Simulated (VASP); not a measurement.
# Sn (I4_1/amd) in VASP: notebook

Sn is run at these levels: PBEsol; tasks: single point.

Everything below comes from runs of VASP 6.6.1. Logs are shortened: lines on timing, memory, paths and dates and some standing lists are left out, and cuts for length are marked.

**1. The cell of the first run**

The structure is tetragonal, space group I4_1/amd (No. 141). Conventional cell: a = 5.638 Å, b = 5.638 Å, c = 3.382 Å, α = 90.00°, β = 90.00°, γ = 90.00°. Within 3.9 Å of Sn (site symmetry -4m2) lie 10 Sn at 2.94 to 3.79 Å.

**2. Single point, PBEsol**

Contents of INCAR:

```
ALGO = Fast
EDIFF = 1E-6
ENCUT = 520
GGA = PS
ISIF = 2
ISMEAR = 0
LASPH = T
LCHARG = F
LREAL = F
LWAVE = F
NBANDS = 21
NELM = 100
PREC = Accurate
SIGMA = 0.15
```

Contents of KPOINTS:

```
k-points
0
Gamma
  24 24 24
```

Contents of POSCAR:

```
Sn
1.0
   -2.8189054353      2.8189054353      1.6910954584
    2.8189054353     -2.8189054353      1.6910954584
    2.8189054353      2.8189054353     -1.6910954584
Sn
2
Direct
    0.7500000000      0.2500000000      0.5000000000
    0.0000000000      0.0000000000      0.0000000000
```

Potentials or basis: VASP PAW PBE potentials, release 64 (Sn_d).

Run with:

```
$ cat potpaw_PBE.64/Sn_d/POTCAR > POTCAR
$ mpirun -np 1 vasp_std > vasp.out
```

OUTCAR:

```text
EDIFF = 1E-6
   ENCUT = 520
   GGA = PS
   ISIF = 2
   ISMEAR = 0
   LASPH = T
   LREAL = F
   NELM = 100
   PREC = Accurate

 ion  position               nearest neighbor table
   1  0.750  0.250  0.500-   2 2.94   2 2.94   2 2.94   2 2.94
   2  0.000  0.000  0.000-   1 2.94   1 2.94   1 2.94   1 2.94

  LATTYP: Found a body centered tetragonal cell.
 ALAT       =     5.6378108706
 C/A-ratio  =     0.5999120926

  Lattice vectors:

 A1 = (  -2.8189054353,   2.8189054353,   1.6910954584)
 A2 = (   2.8189054353,  -2.8189054353,   1.6910954584)
 A3 = (   2.8189054353,   2.8189054353,  -1.6910954584)

Analysis of symmetry for initial positions (statically):
=====================================================================
 Subroutine PRICEL returns:
 Original cell was already a primitive cell.

 Routine SETGRP: Setting up the symmetry group for a
 body centered tetragonal supercell.

 Subroutine GETGRP returns: Found 16 space group operations
 (whereof  8 operations were pure point group operations)
 out of a pool of 16 trial point group operations.

The static configuration has the point symmetry D_2d.
 The point group associated with its full space group is D_4h.

Analysis of symmetry for dynamics (positions and initial velocities):
=====================================================================
 Subroutine PRICEL returns:
 Original cell was already a primitive cell.

 Routine SETGRP: Setting up the symmetry group for a
 body centered tetragonal supercell.

 Subroutine GETGRP returns: Found 16 space group operations
 (whereof  8 operations were pure point group operations)
 out of a pool of 16 trial point group operations.

The dynamic configuration has the point symmetry D_2d.
 The point group associated with its full space group is D_4h.

 Subroutine INISYM returns: Found 16 space group operations
 (whereof  8 operations are pure point group operations),
 and found     1 'primitive' translations

----------------------------------------------------------------------------------------

                                     Primitive cell

  volume of cell :      53.7513

  direct lattice vectors                    reciprocal lattice vectors
    -2.818905435  2.818905435  1.691095458     0.000000000  0.177373811  0.295666337
     2.818905435 -2.818905435  1.691095458     0.177373811  0.000000000  0.295666337
     2.818905435  2.818905435 -1.691095458     0.177373811  0.177373811  0.000000000

  length of vectors
     4.330387922  4.330387922  4.330387922     0.344789866  0.344789866  0.250844449

  position of ions in fractional coordinates (direct lattice)
     0.750000000  0.250000000  0.500000000
     0.000000000  0.000000000  0.000000000

  ion indices of the primitive-cell ions
   primitive index   ion index
                 1           1
                 2           2

----------------------------------------------------------------------------------------

 KPOINTS: k-points

Automatic generation of k-mesh.
 Grid dimensions read from file:
 generate k-points for:   24   24   24

 Generating k-lattice:

  Cartesian coordinates                     Fractional coordinates (reciprocal lattice)
     0.000000000  0.007390575  0.012319431     0.041666667  0.000000000  0.000000000
     0.007390575  0.000000000  0.012319431     0.000000000  0.041666667  0.000000000
     0.007390575  0.007390575  0.000000000     0.000000000  0.000000000  0.041666667

  Length of vectors
     0.014366244  0.014366244  0.010451852

  Shift w.r.t. Gamma in fractional coordinates (k-lattice)
     0.000000000  0.000000000  0.000000000

 Subroutine IBZKPT returns following result:
 ===========================================

 Found   1063 irreducible k-points:

 Following reciprocal coordinates:
            Coordinates               Weight
  0.000000  0.000000  0.000000      1.000000
  0.041667  0.000000  0.000000      8.000000
  0.083333  0.000000 -0.000000      8.000000
  0.125000  0.000000 -0.000000      8.000000
  0.166667  0.000000 -0.000000      8.000000
  0.208333  0.000000  0.000000      8.000000
[... 16 lines left out ...]
  0.416667  0.041667 -0.000000     16.000000
  0.458333  0.041667 -0.000000     16.000000
 [... further k-points ...]
   k-points           NKPTS =   1063   k-points in BZ     NKDIM =   1063   number of bands    NBANDS=     21
   number of dos      NEDOS =    301   number of ions     NIONS =      2
   total plane-waves  NPLWV =  32768
   dimension x,y,z NGX =    32 NGY =   32 NGZ =   32
   dimension x,y,z NGXF=    64 NGYF=   64 NGZF=   64
   ions per type =               2
   NGX,Y,Z   is equivalent  to a cutoff of  12.28, 12.28, 12.28 a.u.
   NGXF,Y,Z  is equivalent  to a cutoff of  24.57, 24.57, 24.57 a.u.
 SYSTEM =  unknown system
   PREC   = accura    normal or accurate (medium, high low for compatibility)
   ISTART =      0    job   : 0-new  1-cont  2-samecut
   ICHARG =      2    charge: 1-file 2-atom 10-const
   ISPIN  =      1    spin polarized calculation?
   LNONCOLLINEAR =      F non collinear calculations
   LSORBIT =      F    spin-orbit coupling
   LASPH  =      T    aspherical Exc in radial PAW
   ENCUT  =  520.0 eV  38.22 Ry    6.18 a.u.   8.05  8.05  8.05*2*pi/ulx,y,z
   NELM   =    100;   NELMIN=  2; NELMDL= -5     # of ELM steps
   EDIFF  = 0.1E-05   stopping-criterion for ELM
   LREAL  =      F    real-space projection
   EDIFFG = 0.1E-04   stopping-criterion for IOM
   NSW    =      0    number of steps for IOM
   IBRION =     -1    ionic relax: 0-MD 1-quasi-New 2-CG
   NFREE  =      0    steps in history (QN), initial steepest desc. (CG)
   ISIF   =      2    stress and relaxation
   ISYM   =      2    0-nonsym 1-usesym 2-fastsym
   POTIM  = 0.5000    time-step for ionic-motion
   TEBEG  =    0.0;   TEEND  =   0.0 temperature during run
   PSTRESS=    0.0 pullay stress
   NELECT =      28.0000    total number of electrons
   NUPDOWN=      -1.0000    fix difference up-down
   EMIN   =  10.00;   EMAX   =-10.00  energy-range for DOS
   EFERMI =   0.00;   METHOD = LEGACY
   ISMEAR =     0;   SIGMA  =   0.15  broadening in eV -4-tet -1-fermi 0-gaus
   EFERMI_NEDOS =   21; number of points for ismear=-14 and -15
   IALGO  =     68    algorithm
   IMIX   =      4    mixing-type and parameters
     AMIX     =   0.40;   BMIX     =  1.00
     AMIX_MAG =   1.60;   BMIX_MAG =  1.00
  volume/ion in A,a.u.               =      26.88       181.37
  Fermi-wavevector in a.u.,A,eV,Ry     =   1.317239  2.489220 23.607709  1.735118
  Thomas-Fermi vector in A             =   2.447294
   LORBIT       =      0    0 simple, 1 ext, 2 COOP (PROOUT), +10 PAW based schemes
   GGA     = PS    functional components
   LHFCALC =     F    Hartree Fock is set to
   AEXX    =    0.0000 exact exchange contribution
   IVDW    =     0    specifies the selected vdW correction
   LEPSILON=     F    determine dielectric tensor
   LRPA    =     F    only Hartree local field effects (RPA)
 non-spin polarized calculation
 RMM-DIIS sequential band-by-band and
 Gauss-broadening in eV      SIGMA  =   0.15
  energy-cutoff  :      520.00
  volume of cell :       53.75
 maximum number of plane-waves:      1506
   NGX = 17   NGY = 17   NGZ = 17

 number of electron      28.0000002 magnetization

 Free energy of the ion-electron system (eV)
  ---------------------------------------------------
  ext. energy  EPLUGINS =         0.00000000
  ---------------------------------------------------
  free energy    TOTEN  =        -8.45801296 eV

  energy without entropy =       -8.44788952  energy(sigma->0) =       -8.45295124

 E-fermi :   7.9332     XC(G=0): -10.4907

 val. band max:        7.9322824607   @ k =  -0.2083   0.3750   0.1250
 cond. band min:       7.9341808602   @ k =  -0.4167  -0.4583   0.0417
 fundamental gap:      0.0018983994
 Fermi energy:         7.9332051645

 k-point     1 :       0.0000    0.0000    0.0000
  band No.  band energies     occupation
      1     -13.6843      2.00000
      2     -13.5369      2.00000
      3     -13.4941      2.00000
      4     -13.4365      2.00000
      5     -13.3733      2.00000
      6     -13.3733      2.00000
[... 13 lines left out ...]
     20      17.8271      0.00000
     21      17.8684      0.00000

 k-point     2 :       0.0417    0.0000    0.0000
  band No.  band energies     occupation
      1     -13.6831      2.00000
      2     -13.5355      2.00000
      3     -13.4929      2.00000
      4     -13.4355      2.00000
      5     -13.3745      2.00000
      6     -13.3732      2.00000
[... 13 lines left out ...]
     20      17.3776      0.00000
     21      17.4590      0.00000

 k-point     3 :       0.0833    0.0000   -0.0000
  band No.  band energies     occupation
      1     -13.6798      2.00000
      2     -13.5314      2.00000
      3     -13.4892      2.00000
      4     -13.4335      2.00000
      5     -13.3778      2.00000
      6     -13.3713      2.00000
[... 13 lines left out ...]
     20      16.7853      0.00000
     21      17.0619      0.00000

 k-point     4 :       0.1250    0.0000   -0.0000
  band No.  band energies     occupation
      1     -13.6743      2.00000
      2     -13.5248      2.00000
      3     -13.4840      2.00000
      4     -13.4323      2.00000
      5     -13.3826      2.00000
      6     -13.3652      2.00000
[... 13 lines left out ...]
     20      16.2602      0.00000
     21      16.9250      0.00000

 k-point     5 :       0.1667    0.0000   -0.0000
  band No.  band energies     occupation
      1     -13.6671      2.00000
      2     -13.5161      2.00000
      3     -13.4786      2.00000
      4     -13.4332      2.00000
      5     -13.3884      2.00000
      6     -13.3568      2.00000
[... 13 lines left out ...]
     20      15.8031      0.00000
     21      16.9975      0.00000
[... 382 lines left out ...]
     20      15.2494      0.00000
     21      18.5266      0.00000

 k-point    22 :       0.3750    0.0417   -0.0000
  band No.  band energies     occupation
      1     -13.6163      2.00000
      2     -13.4867      2.00000
      3     -13.4724      2.00000
      4     -13.4565      2.00000
      5     -13.3977      2.00000
      6     -13.3856      2.00000
[... 13 lines left out ...]
     20      16.0644      0.00000
     21      18.9835      0.00000

 k-point    23 :       0.4167    0.0417   -0.0000
  band No.  band energies     occupation
      1     -13.6083      2.00000
      2     -13.4991      2.00000
      3     -13.4720      2.00000
      4     -13.4542      2.00000
      5     -13.3924      2.00000
      6     -13.3881      2.00000
[... 13 lines left out ...]
     20      16.9322      0.00000
     21      19.0186      0.00000

 k-point    24 :       0.4583    0.0417   -0.0000
  band No.  band energies     occupation
      1     -13.6027      2.00000
      2     -13.5077      2.00000
      3     -13.4717      2.00000
      4     -13.4531      2.00000
      5     -13.3897      2.00000
      6     -13.3881      2.00000
[... 13 lines left out ...]
     20      17.7054      0.00000
     21      18.4251      0.00000

 [... further k-points ...]
[... 5 lines left out ...]
  --------------------------------------------------------------------------------------
  -------------------------------------------------------------------------------------
  Total        0.8606719      0.8606719     -0.9059158      0.0000000     -0.0000000      0.0000000
  in kB       25.6542350     25.6542350    -27.0028289      0.0000000     -0.0000000      0.0000000
  external PRESSURE =       8.1018804 kB  Pullay stress =       0.0000000 kB

 VOLUME and BASIS-vectors are now :
 -----------------------------------------------------------------------------
  energy-cutoff  :      520.00
  volume of cell :       53.75
      direct lattice vectors                 reciprocal lattice vectors
    -2.818905435  2.818905435  1.691095458     0.000000000  0.177373811  0.295666337
     2.818905435 -2.818905435  1.691095458     0.177373811  0.000000000  0.295666337
     2.818905435  2.818905435 -1.691095458     0.177373811  0.177373811  0.000000000

 POSITION                                       TOTAL-FORCE (eV/Angst)
 -----------------------------------------------------------------------------------
     -0.00000      2.81891      0.84555         0.000000     -0.000000      0.000000
      0.00000      0.00000      0.00000        -0.000000      0.000000     -0.000000
 -----------------------------------------------------------------------------------
    total drift:                                0.000000     -0.000000      0.000000

  FREE ENERGIE OF THE ION-ELECTRON SYSTEM (eV)
  ---------------------------------------------------
  free  energy   TOTEN  =        -8.4580129603 eV

  energy  without entropy=       -8.4478895160  energy(sigma->0) =       -8.45295124
```

Run time: 6.7 min. Hardware: 1 thread of Intel Xeon 6975P-C (Granite Rapids), shared host; peak memory 0.95 GiB.

What came out:

```yaml
Free_energy: -8.4580 eV
Pressure: 0.8 GPa
Band_gap_on_the_k_mesh: zero (bands 14 and 15 overlap by 5.15 eV)
```

Caveat: the stress differs along the axes, from -3 to 3 GPa; the PAW data sets were made with another functional, which shifts forces and pressure a little; spin-orbit coupling is left out, which moves the levels of the heavy elements.

**3. Single point, PBEsol**

This run uses another cell than the first one, of the same volume but with other edges.

Contents of INCAR:

```
  ALGO = Fast
  EDIFF = 1E-6
  ENCUT = 520
  GGA = PS
  ISIF = 2
  ISMEAR = 0
  LASPH = True
  LCHARG = False
  LREAL = False
  LWAVE = False
  NBANDS = 21
  NELM = 80
  PREC = Accurate
  SIGMA = 0.15
```

KPOINTS is that of step 2.

Contents of POSCAR:

```
Sn
1.0
   -2.9497666264      2.9497666264      1.5443787660
    2.9497666264     -2.9497666264      1.5443787660
    2.9497666264      2.9497666264     -1.5443787660
Sn
2
Direct
    0.7500000000      0.2500000000      0.5000000000
    0.0000000000      0.0000000000      0.0000000000
```

Potentials or basis: VASP PAW PBE potentials, release 64 (Sn_d).

Run with:

```
$ cat potpaw_PBE.64/Sn_d/POTCAR > POTCAR
$ mpirun -np 1 vasp_std > vasp.out
```

Wall time 11 min (1 thread of Intel Xeon 6975P-C (Granite Rapids), shared host); peak memory 0.96 GiB.

Results (log left out):

| Property | Result |
| --- | --- |
| Free energy | -8.5176 eV |
| Pressure | 0.0 GPa |
| Band gap on the k mesh | zero (bands 14 and 15 overlap by 4.18 eV) |

Stress tensor (GPa, compression positive):
```
-0.69  0.00  0.00
 0.00 -0.69  0.00
 0.00  0.00  1.46
```

Levels at points of the mesh, in eV from the Fermi level:
```csv
k point,band 11,band 12,band 13,band 14,band 15,band 16,band 17,band 18
"(0.00, 0.00, 0.00)",-11.21,-4.02,-2.14,-2.14,2.82,5.92,5.92,7.54
"(0.50, 0.00, 0.00)",-6.67,-5.29,-2.35,-1.85,-0.96,2.31,2.85,4.66
"(0.50, 0.50, 0.00)",-9.03,-9.03,0.40,0.40,1.28,1.28,6.72,6.72
"(0.50, 0.50, 0.50)",-7.76,-7.76,-4.89,-4.89,5.84,5.84,8.93,8.93
```

Caveat: the PAW data sets were made with another functional, which shifts forces and pressure a little; spin-orbit coupling is left out, which moves the levels of the heavy elements.

[end of part 1 of 2]
